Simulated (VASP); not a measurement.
# CuO in VASP: a series of runs

CuO is run at these levels: PBE; tasks: single point.

All numbers are computed with VASP 6.6.1; they aren't measurements. Logs are shortened: lines on timing, memory, paths and dates and some standing lists are left out, and cuts for length are marked.

## Step 1: The cell of the first run

Symmetry: P4_2/mmc, No. 131, tetragonal system. The conventional cell has a = 3.489 Å, b = 3.489 Å, c = 4.344 Å, α = 90.00°, β = 90.00°, γ = 90.00°. Within 2.7 Å of Cu (site symmetry mmm) lie 4 O at 2.05 Å. Within 2.7 Å of O (site symmetry -4m2) lie 4 Cu at 2.05 Å and 2 O at 2.17 Å.

## Step 2: Single point, PBE (volume scaled by 1.06)

Input file INCAR:

```
ALGO = Normal
EDIFF = 1E-6
ENCUT = 520
GGA = PE
ISIF = 2
ISMEAR = -1
LASPH = T
LCHARG = F
LREAL = F
LWAVE = F
NBANDS = 25
NELM = 80
PREC = Accurate
SIGMA = 0.05
```

Input file KPOINTS:

```
k-points
0
Gamma
  8 8 6
```

Input file POSCAR:

```
CuO
1.0
    3.4891670480      0.0000000000      0.0000000000
    0.0000000000      3.4891670480      0.0000000000
    0.0000000000      0.0000000000      4.3440211544
Cu O
2 2
Direct
    0.0000000000      0.5000000000      0.0000000000
    0.5000000000      0.0000000000      0.5000000000
    0.0000000000      0.0000000000      0.2500000000
    0.0000000000      0.0000000000      0.7500000000
```

Potentials or basis: VASP PAW PBE potentials, release 64 (Cu, O).

Run with:

```console
> cat potpaw_PBE.64/Cu/POTCAR potpaw_PBE.64/O/POTCAR > POTCAR
> mpirun -np 1 vasp_std > vasp.out
```

OUTCAR:

```text
EDIFF = 1E-6
   ENCUT = 520
   GGA = PE
   ISIF = 2
   ISMEAR = -1
   LASPH = T
   LREAL = F
   NELM = 80
   PREC = Accurate

 ion  position               nearest neighbor table
   1  0.000  0.500  0.000-   3 2.05   4 2.05   3 2.05   4 2.05
   2  0.500  0.000  0.500-   3 2.05   4 2.05   3 2.05   4 2.05
   3  0.000  0.000  0.250-   1 2.05   2 2.05   1 2.05   2 2.05
   4  0.000  0.000  0.750-   1 2.05   2 2.05   1 2.05   2 2.05

  LATTYP: Found a simple tetragonal cell.
 ALAT       =     3.4891670480
 C/A-ratio  =     1.2450023443

  Lattice vectors:

 A1 = (   3.4891670480,   0.0000000000,   0.0000000000)
 A2 = (   0.0000000000,   3.4891670480,   0.0000000000)
 A3 = (   0.0000000000,   0.0000000000,   4.3440211544)

Analysis of symmetry for initial positions (statically):
=====================================================================
 Subroutine PRICEL returns:
 Original cell was already a primitive cell.

 Routine SETGRP: Setting up the symmetry group for a
 simple tetragonal supercell.

 Subroutine GETGRP returns: Found 16 space group operations
 (whereof  8 operations were pure point group operations)
 out of a pool of 16 trial point group operations.

The static configuration has the point symmetry D_2h.
 The point group associated with its full space group is D_4h.

Analysis of symmetry for dynamics (positions and initial velocities):
=====================================================================
 Subroutine PRICEL returns:
 Original cell was already a primitive cell.

 Routine SETGRP: Setting up the symmetry group for a
 simple tetragonal supercell.

 Subroutine GETGRP returns: Found 16 space group operations
 (whereof  8 operations were pure point group operations)
 out of a pool of 16 trial point group operations.

The dynamic configuration has the point symmetry D_2h.
 The point group associated with its full space group is D_4h.

 Subroutine INISYM returns: Found 16 space group operations
 (whereof  8 operations are pure point group operations),
 and found     1 'primitive' translations

----------------------------------------------------------------------------------------

                                     Primitive cell

  volume of cell :      52.8854

  direct lattice vectors                    reciprocal lattice vectors
     3.489167048  0.000000000  0.000000000     0.286601354  0.000000000  0.000000000
     0.000000000  3.489167048  0.000000000     0.000000000  0.286601354  0.000000000
     0.000000000  0.000000000  4.344021154     0.000000000  0.000000000  0.230201457

  length of vectors
     3.489167048  3.489167048  4.344021154     0.286601354  0.286601354  0.230201457

  position of ions in fractional coordinates (direct lattice)
     0.000000000  0.500000000  0.000000000
     0.500000000  0.000000000  0.500000000
     0.000000000  0.000000000  0.250000000
     0.000000000  0.000000000  0.750000000

  ion indices of the primitive-cell ions
   primitive index   ion index
                 1           1
                 2           2
                 3           3
                 4           4

----------------------------------------------------------------------------------------

 KPOINTS: k-points

Automatic generation of k-mesh.
 Grid dimensions read from file:
 generate k-points for:    8    8    6

 Generating k-lattice:

  Cartesian coordinates                     Fractional coordinates (reciprocal lattice)
     0.035825169  0.000000000  0.000000000     0.125000000  0.000000000  0.000000000
     0.000000000  0.035825169  0.000000000     0.000000000  0.125000000  0.000000000
     0.000000000  0.000000000  0.038366910     0.000000000  0.000000000  0.166666667

  Length of vectors
     0.035825169  0.035825169  0.038366910

  Shift w.r.t. Gamma in fractional coordinates (k-lattice)
     0.000000000  0.000000000  0.000000000

 Subroutine IBZKPT returns following result:
 ===========================================

 Found     60 irreducible k-points:

 Following reciprocal coordinates:
            Coordinates               Weight
  0.000000  0.000000  0.000000      1.000000
  0.125000  0.000000  0.000000      4.000000
  0.250000  0.000000  0.000000      4.000000
  0.375000  0.000000  0.000000      4.000000
  0.500000  0.000000  0.000000      2.000000
  0.125000  0.125000  0.000000      4.000000
[... 16 lines left out ...]
  0.375000  0.125000  0.166667     16.000000
  0.500000  0.125000  0.166667      8.000000
 [... further k-points ...]
   k-points           NKPTS =     60   k-points in BZ     NKDIM =     60   number of bands    NBANDS=     25
   number of dos      NEDOS =    301   number of ions     NIONS =      4
   total plane-waves  NPLWV =  25088
   dimension x,y,z NGX =    28 NGY =   28 NGZ =   32
   dimension x,y,z NGXF=    56 NGYF=   56 NGZF=   64
   ions per type =               2   2
   NGX,Y,Z   is equivalent  to a cutoff of  13.34, 13.34, 12.25 a.u.
   NGXF,Y,Z  is equivalent  to a cutoff of  26.68, 26.68, 24.49 a.u.
 SYSTEM =  unknown system
   PREC   = accura    normal or accurate (medium, high low for compatibility)
   ISTART =      0    job   : 0-new  1-cont  2-samecut
   ICHARG =      2    charge: 1-file 2-atom 10-const
   ISPIN  =      1    spin polarized calculation?
   LNONCOLLINEAR =      F non collinear calculations
   LSORBIT =      F    spin-orbit coupling
   LASPH  =      T    aspherical Exc in radial PAW
   ENCUT  =  520.0 eV  38.22 Ry    6.18 a.u.   6.49  6.49  8.08*2*pi/ulx,y,z
   NELM   =     80;   NELMIN=  2; NELMDL= -5     # of ELM steps
   EDIFF  = 0.1E-05   stopping-criterion for ELM
   LREAL  =      F    real-space projection
   EDIFFG = 0.1E-04   stopping-criterion for IOM
   NSW    =      0    number of steps for IOM
   IBRION =     -1    ionic relax: 0-MD 1-quasi-New 2-CG
   NFREE  =      0    steps in history (QN), initial steepest desc. (CG)
   ISIF   =      2    stress and relaxation
   ISYM   =      2    0-nonsym 1-usesym 2-fastsym
   POTIM  = 0.5000    time-step for ionic-motion
   TEBEG  =    0.0;   TEEND  =   0.0 temperature during run
   PSTRESS=    0.0 pullay stress
   NELECT =      34.0000    total number of electrons
   NUPDOWN=      -1.0000    fix difference up-down
   EMIN   =  10.00;   EMAX   =-10.00  energy-range for DOS
   EFERMI =   0.00;   METHOD = LEGACY
   ISMEAR =    -1;   SIGMA  =   0.05  broadening in eV -4-tet -1-fermi 0-gaus
   EFERMI_NEDOS =   21; number of points for ismear=-14 and -15
   IALGO  =     38    algorithm
   IMIX   =      4    mixing-type and parameters
     AMIX     =   0.40;   BMIX     =  1.00
     AMIX_MAG =   1.60;   BMIX_MAG =  1.00
  volume/ion in A,a.u.               =      13.22        89.22
  Fermi-wavevector in a.u.,A,eV,Ry     =   1.412937  2.670063 27.162530  1.996390
  Thomas-Fermi vector in A             =   2.534634
   LORBIT       =      0    0 simple, 1 ext, 2 COOP (PROOUT), +10 PAW based schemes
   GGA     = PE    functional components
   LHFCALC =     F    Hartree Fock is set to
   AEXX    =    0.0000 exact exchange contribution
   IVDW    =     0    specifies the selected vdW correction
   LEPSILON=     F    determine dielectric tensor
   LRPA    =     F    only Hartree local field effects (RPA)
 non-spin polarized calculation
  energy-cutoff  :      520.00
  volume of cell :       52.89
 maximum number of plane-waves:      1456
 NGX is ok and might be reduce to    28
   NGX = 13   NGY = 13   NGZ = 17

 number of electron      33.9999993 magnetization

 Free energy of the ion-electron system (eV)
  ---------------------------------------------------
  ext. energy  EPLUGINS =         0.00000000
  ---------------------------------------------------
  free energy    TOTEN  =       -18.18942425 eV

  energy without entropy =      -18.16857994  energy(sigma->0) =      -18.17900210

 E-fermi :   3.3572     XC(G=0): -10.3296

 val. band max:        3.3555367129   @ k =   0.2500   0.1250   0.1667
 cond. band min:       3.3832376285   @ k =   0.3750   0.1250   0.1667
 fundamental gap:      0.0277009156
 Fermi energy:         3.3572006559

 k-point     1 :       0.0000    0.0000    0.0000
  band No.  band energies     occupation
      1     -16.2014      2.00000
      2     -13.6991      2.00000
      3      -3.9487      2.00000
      4      -1.4757      2.00000
      5      -1.4757      2.00000
      6      -0.9851      2.00000
[... 17 lines left out ...]
     24      14.2897      0.00000
     25      16.2489      0.00000

 k-point     2 :       0.1250    0.0000    0.0000
  band No.  band energies     occupation
      1     -16.1691      2.00000
      2     -13.7023      2.00000
      3      -3.8786      2.00000
      4      -1.4757      2.00000
      5      -1.4528      2.00000
      6      -1.3797      2.00000
[... 17 lines left out ...]
     24      14.6965      0.00000
     25      16.2107      0.00000

 k-point     3 :       0.2500    0.0000    0.0000
  band No.  band energies     occupation
      1     -16.0894      2.00000
      2     -13.7100      2.00000
      3      -3.6985      2.00000
      4      -2.2884      2.00000
      5      -1.3960      2.00000
      6      -1.1363      2.00000
[... 17 lines left out ...]
     24      15.5161      0.00000
     25      15.7377      0.00000

 k-point     4 :       0.3750    0.0000    0.0000
  band No.  band energies     occupation
      1     -16.0072      2.00000
      2     -13.7180      2.00000
      3      -3.4925      2.00000
      4      -2.9233      2.00000
      5      -1.3368      2.00000
      6      -1.2275      2.00000
[... 17 lines left out ...]
     24      14.6731      0.00000
     25      16.0307      0.00000
[... 477 lines left out ...]
 k-point    22 :       0.2500    0.1250    0.1667
  band No.  band energies     occupation
      1     -15.9378      2.00000
      2     -13.9285      2.00000
      3      -3.2250      2.00000
      4      -2.1990      2.00000
      5      -1.6442      2.00000
      6      -1.1179      2.00000
[... 17 lines left out ...]
     24      14.4138      0.00000
     25      16.6791      0.00000

 k-point    23 :       0.3750    0.1250    0.1667
  band No.  band energies     occupation
      1     -15.8604      2.00000
      2     -13.9254      2.00000
      3      -3.0480      2.00000
      4      -2.7559      2.00000
      5      -1.6879      2.00000
      6      -0.9992      2.00000
[... 17 lines left out ...]
     24      14.4126      0.00000
     25      16.7366      0.00000

 k-point    24 :       0.5000    0.1250    0.1667
  band No.  band energies     occupation
      1     -15.8277      2.00000
      2     -13.9239      2.00000
      3      -3.0191      2.00000
      4      -2.9154      2.00000
      5      -1.7046      2.00000
      6      -0.9641      2.00000
[... 17 lines left out ...]
     24      14.3950      0.00000
     25      17.0206      0.00000

 [... further k-points ...]
[... 5 lines left out ...]
  --------------------------------------------------------------------------------------
  -------------------------------------------------------------------------------------
  Total       -6.1142639     -6.1142639      4.0350467      0.0000000      0.0000000      0.0000000
  in kB     -185.2334017   -185.2334017    122.2429132      0.0000000      0.0000000      0.0000000
  external PRESSURE =     -82.7412967 kB  Pullay stress =       0.0000000 kB

 VOLUME and BASIS-vectors are now :
 -----------------------------------------------------------------------------
  energy-cutoff  :      520.00
  volume of cell :       52.89
      direct lattice vectors                 reciprocal lattice vectors
     3.489167048  0.000000000  0.000000000     0.286601354  0.000000000  0.000000000
     0.000000000  3.489167048  0.000000000     0.000000000  0.286601354  0.000000000
     0.000000000  0.000000000  4.344021154     0.000000000  0.000000000  0.230201457

 POSITION                                       TOTAL-FORCE (eV/Angst)
 -----------------------------------------------------------------------------------
      0.00000      1.74458      0.00000         0.000000      0.000000      0.000000
      1.74458      0.00000      2.17201         0.000000      0.000000      0.000000
      0.00000      0.00000      1.08601         0.000000      0.000000     -0.000000
      0.00000      0.00000      3.25802         0.000000      0.000000      0.000000
 -----------------------------------------------------------------------------------
    total drift:                                0.000000      0.000000      0.000000

  FREE ENERGIE OF THE ION-ELECTRON SYSTEM (eV)
  ---------------------------------------------------
  free  energy   TOTEN  =       -18.1894242478 eV

  energy  without entropy=      -18.1685799441  energy(sigma->0) =      -18.17900210
```

Wall time 32 s (1 thread of Intel Xeon 6975P-C (Granite Rapids), shared host); peak memory 0.21 GiB.

Results:

```yaml
Free_energy: -18.1894 eV
Pressure: -8.3 GPa
Band_gap_on_the_k_mesh: zero (band 17 reaches 3.95 eV, above the bottom of band 18 at 2.24 eV)
```

Caveat: semilocal functionals often make such compounds metallic where correlation or magnetic order opens a gap, which also shifts bond lengths.

## Step 3: Single point, PBE (atoms moved at random)

Input file INCAR:

```
SYSTEM = CuO
ALGO = Normal ; EDIFF = 1E-7
ENCUT = 520 ; GGA = PE
ISIF = 2 ; ISMEAR = -1
LASPH = .True. ; LCHARG = .False.
LREAL = .False. ; LWAVE = .False.
NBANDS = 25 ; NELM = 60
PREC = Accurate ; SIGMA = 0.05
```

Input file KPOINTS:

```
k-points
0
Gamma
  8 8 6
  0 0 0
```

Input file POSCAR:

```
CuO
1.0
    3.4220509700      0.0000000000      0.0000000000
    0.0000000000      3.4220509700      0.0000000000
    0.0000000000      0.0000000000      4.2604614800
Cu O
2 2
Direct
    0.0041780000      0.4933590000     -0.0176060000
    0.5052420000     -0.0092820000      0.5076520000
   -0.0077000000     -0.0038130000      0.2533520000
   -0.0070720000     -0.0020800000      0.7443550000
```

Potentials or basis: VASP PAW PBE potentials, release 64 (Cu, O).

Run with:

```console
> cat potpaw_PBE.64/Cu/POTCAR potpaw_PBE.64/O/POTCAR > POTCAR
> mpirun -np 1 vasp_std > vasp.out
```

It took 1.8 min on 1 thread of Intel Xeon 6975P-C (Granite Rapids), shared host; peak memory 0.32 GiB.

It converged, with:

```yaml
Free_energy: -18.2290 eV
Pressure: -1.9 GPa
Largest_force: 0.727 eV/Å
Band_gap_on_the_k_mesh: zero (band 17 reaches 4.63 eV, above the bottom of band 18 at 3.03 eV)
```

Forces on the atoms (eV/Å):
```
Cu  -0.174  0.141  0.617
Cu  -0.524  0.089 -0.447
O    0.319 -0.100 -0.645
O    0.378 -0.130  0.475
```

Stress tensor (GPa, compression positive):
```
-13.20   0.05   0.25
  0.05 -13.86   0.16
  0.25   0.16  21.45
```

Levels at points of the mesh, in eV from the Fermi level:
| k point | band 15 | band 16 | band 17 | band 18 | band 19 | band 20 |
| --- | --- | --- | --- | --- | --- | --- |
| (0.00, 0.00, 0.00) | -1.28 | 0.46 | 0.51 | 0.63 | 0.69 | 6.16 |
| (0.50, 0.00, 0.00) | -1.73 | -1.68 | 0.52 | 0.97 | 3.80 | 4.11 |
| (0.00, 0.50, 0.00) | -1.77 | -1.69 | 0.55 | 0.98 | 3.80 | 4.10 |
| (0.50, 0.50, 0.00) | -1.81 | -1.49 | -1.47 | 0.84 | 1.32 | 7.78 |
| (0.00, 0.00, 0.50) | -1.76 | -1.48 | -0.10 | 0.02 | 2.17 | 2.34 |
| (0.50, 0.00, 0.50) | -1.84 | -1.76 | -0.70 | 0.37 | 3.87 | 5.23 |
| (0.00, 0.50, 0.50) | -1.83 | -1.79 | -0.78 | 0.46 | 3.97 | 5.08 |
| (0.50, 0.50, 0.50) | -1.56 | -1.55 | -1.32 | -0.97 | 3.33 | 3.82 |

Caveat: the cell differs from its parent crystal (atoms moved at random); semilocal functionals often make such compounds metallic where correlation or magnetic order opens a gap, which also shifts bond lengths.
